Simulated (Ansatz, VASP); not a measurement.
BeS in VASP and in Ansatz

```xyz
2
Lattice="0.0000 2.4830 2.4830 2.4830 0.0000 2.4830 2.4830 2.4830 0.0000" Properties=species:S:1:pos:R:3 pbc="T T T"
Be    0.0000    0.0000    0.0000
S     1.2415    1.2415    1.2415
```

Change from the starting cell: hydrostatic strain +2.0%.

Alike in both runs: task single point; functional r2SCAN; k mesh 10 × 10 × 10; no spin polarisation.

```csv
,VASP,Ansatz
version,VASP 6.6.1,Ansatz 0.2.0
potentials or method,"VASP PAW PBE potentials, release 64 (Be, S)","plane waves, PAW"
plane-wave cutoff (eV),520,500
occupations,"gaussian, width 0.01 eV",fixed
valence electrons in the cell,8,8
```

|  | VASP | Ansatz | Ansatz less VASP |
| --- | --- | --- | --- |
| gap on the k mesh at the Fermi level (eV) | 3.72 | 3.71 | -0.009 |
| pressure (GPa) | -5.0 | -5.2 | -0.21 |

VASP's potentials were made for PBE, not for r2SCAN.
